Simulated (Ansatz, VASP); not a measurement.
**Two plane-wave programs on KBr**

```
K Br
1.0
     3.83001    0.00000    0.00000
     0.00000    3.83001    0.00000
     0.00000    0.00000    7.66002
K Br
2 2
Direct
  0.00000 0.00000 0.98151
  0.00000 0.00000 0.48151
  0.38366 0.50000 0.25905
  0.61634 0.50000 0.75905
```

Change from the starting cell: mode 4 frozen in at -0.446 Å and mode 10 at -0.142 Å (largest displacements).

Alike in both runs: task single point; functional LDA; k mesh 6 × 6 × 4; occupations gaussian, width 0.05 eV; no spin polarisation.

```csv
,VASP,Ansatz
version,VASP 6.6.1,Ansatz 0.2.0
potentials or method,"VASP PAW LDA potentials, release 64 (K_sv, Br), cutoff 520 eV","scalar-relativistic, plane waves, PAW"
valence electrons in the cell,32,32
```

```csv
,VASP,Ansatz,Ansatz less VASP
gap on the k mesh at the Fermi level (eV),4.05,4.04,-0.010
least direct gap on the mesh (eV),4.25,4.24,-0.010
pressure (GPa),2.2,2.1,-0.14
"traceless stress, the component that is largest in VASP (GPa)",0.75,0.73,-0.024
rms of the force components (eV/Å),0.371,0.361,-0.0100
```

LDA's correlation is that of Perdew and Zunger in VASP and of Perdew and Wang (1992) in Ansatz. Atom by atom the forces differ by 0.010 eV/Å (rms over components).
